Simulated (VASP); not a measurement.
Set up this calculation in VASP 6.6.1, as the native input.

```yaml
Task: single point
Functional: r2SCAN
Potentials_or_basis: VASP PAW PBE potentials, release 64 (Rb_sv, Cl)
Cutoff: 550 eV
k_mesh: 5 × 5 × 5
Occupations: gaussian, width 0.01 eV
Spin: no spin polarisation
Dipole_correction: no
Further_INCAR_settings: ALGO = Normal; EDIFF = 1e-06; NBANDS = 15
```

RbCl:

```
Rb Cl
1.0
     0.00000    3.33120    3.33120
     3.33120    0.00000    3.33120
     3.33120    3.33120    0.00000
Rb Cl
1 1
Direct
  0.00000 0.00000 0.00000
  0.50000 0.50000 0.50000
```

One way to write it, as run:

POSCAR

```
RbCl
1.0
    0.0000000000      3.3311993087      3.3311993087
    3.3311993087      0.0000000000      3.3311993087
    3.3311993087      3.3311993087      0.0000000000
Rb Cl
1 1
Direct
    0.0000000000      0.0000000000      0.0000000000
    0.5000000000      0.5000000000      0.5000000000
```

INCAR.step1

```
SYSTEM = RbCl
PREC     = Accurate       ! precision mode
ENCUT    = 550            ! plane-wave cutoff, eV
ISMEAR   = 0              ! smearing method
SIGMA    = 0.01           ! smearing width, eV
LREAL    = .False.        ! projectors in reciprocal space
LASPH    = .True.         ! aspherical terms in the spheres
NELM     = 120            ! most SCF steps
NBANDS   = 15             ! bands
GGA      = PE             ! functional
ALGO     = Normal         ! electronic algorithm
EDIFF    = 1E-5           ! SCF threshold, eV
LWAVE    = .True.         ! write WAVECAR
LCHARG   = .False.        ! write CHGCAR
GGA_COMPAT= .False.
```

INCAR.step2

```
SYSTEM = RbCl
PREC     = Accurate       ! precision mode
ENCUT    = 550            ! plane-wave cutoff, eV
EDIFF    = 1E-6           ! SCF threshold, eV
ISMEAR   = 0              ! smearing method
SIGMA    = 0.01           ! smearing width, eV
LREAL    = .False.        ! projectors in reciprocal space
LASPH    = .True.         ! aspherical terms in the spheres
NELM     = 120            ! most SCF steps
ALGO     = Normal         ! electronic algorithm
ISIF     = 2              ! what is computed and relaxed
LWAVE    = .False.        ! write WAVECAR
LCHARG   = .False.        ! write CHGCAR
METAGGA  = R2SCAN         ! meta-GGA
LMIXTAU  = .True.       
NBANDS   = 15             ! bands
ISTART   = 1            
GGA_COMPAT= .False.
```

KPOINTS

```
regular mesh
0
Gamma
  5 5 5
  0 0 0
```

Potentials or basis: VASP PAW PBE potentials, release 64 (Rb_sv, Cl).

The run is started by

```console
$ cat potpaw_PBE.64/Rb_sv/POTCAR potpaw_PBE.64/Cl/POTCAR > POTCAR
$ cp INCAR.step1 INCAR
$ mpirun -np 1 vasp_std > vasp.out
$ cp INCAR.step2 INCAR
$ mpirun -np 1 vasp_std > vasp.out
```

Results of the run:

The pressure is -0.3 GPa. The band gap on the k mesh is 5.48 eV, direct.

Caveat: the PAW data sets were made with another functional, which shifts forces and pressure a little.

It took 88 s on 1 thread of Intel Xeon 8259CL, on a shared host, peak memory 0.22 GiB.
